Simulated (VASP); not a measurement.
NbH2:

```xyz
3
Lattice="0.0000 2.2815 2.2815 2.2815 0.0000 2.2815 2.2815 2.2815 0.0000" Properties=species:S:1:pos:R:3 pbc="T T T"
Nb    0.0000    0.0000    0.0000
H     1.1407    1.1407    1.1407
H     3.4223    3.4223    3.4223
```

| Property | Result |
| --- | --- |
| Program | VASP 6.6.1 |
| Task | relaxation of cell and atoms |
| Functional | LDA |
| Potentials or basis | VASP PAW LDA potentials, release 64 (Nb_sv, H) |
| Cutoff | 600 eV |
| k mesh | 8 × 8 × 8 |
| Occupations | fermi-dirac, width 0.02 eV |
| Spin | no spin polarisation |

At the start: pressure -8.1 GPa; volume 7.92 Å³/atom.

Task: How do energy, volume and symmetry change on relaxing?

Result: Over 3 steps the energy falls by 8.9 meV/atom and the volume is 7.58 Å³/atom (-4.3 %); space group Fm-3m (No. 225, to 0.1 Å) before and after.

The path:
```
step  energy change (eV)  largest force (eV/Å)  pressure (GPa)  volume (Å³)
   1              0.0000                0.0000           -8.13        23.75
   2             -0.0237                0.0000            2.99        22.40
   3             -0.0268                0.0000           -0.02        22.73
```

Final structure:
```cif
data_structure
_symmetry_space_group_name_H-M 'P 1'
_symmetry_Int_Tables_number 1
_cell_length_a 3.1795
_cell_length_b 3.1795
_cell_length_c 3.1795
_cell_angle_alpha 60.000
_cell_angle_beta 60.000
_cell_angle_gamma 60.000
_cell_volume 22.73
loop_
_atom_site_label
_atom_site_type_symbol
_atom_site_fract_x
_atom_site_fract_y
_atom_site_fract_z
_atom_site_occupancy
Nb1 Nb 0.00000 0.00000 0.00000 1
H1 H 0.25000 0.25000 0.25000 1
H2 H 0.75000 0.75000 0.75000 1
```
